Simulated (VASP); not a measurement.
Input of a VASP 6.6.1 run:

The input INCAR:

```
PREC = Accurate
ENCUT = 520
EDIFF = 1E-7
ISMEAR = 0
SIGMA = 0.1
LREAL = F
LASPH = T
NELM = 60
ALGO = Normal
ISIF = 2
LWAVE = F
LCHARG = F
GGA = PS
NBANDS = 10
```

File KPOINTS:

```
regular mesh
0
Gamma
  12 12 12
```

File POSCAR:

```
LiBe
1.0
    2.8392645300      0.0000000000      0.0000000000
    0.0000000000      2.8392645300      0.0000000000
    0.0000000000      0.0000000000      2.8111530000
Li Be
1 1
Direct
    0.0000000000      0.0000000000      0.0000000000
    0.5000000000      0.5000000000      0.5000000000
```

Potentials or basis: VASP PAW PBE potentials, release 64 (Li_sv, Be).

Launch:

```bash
$ cat potpaw_PBE.64/Li_sv/POTCAR potpaw_PBE.64/Be/POTCAR > POTCAR
$ mpirun -np 1 vasp_std > vasp.out
```

Problem. Estimate the band gap on the k mesh.

Solution. Zero (an odd number of electrons rules out a gap without spin polarisation).
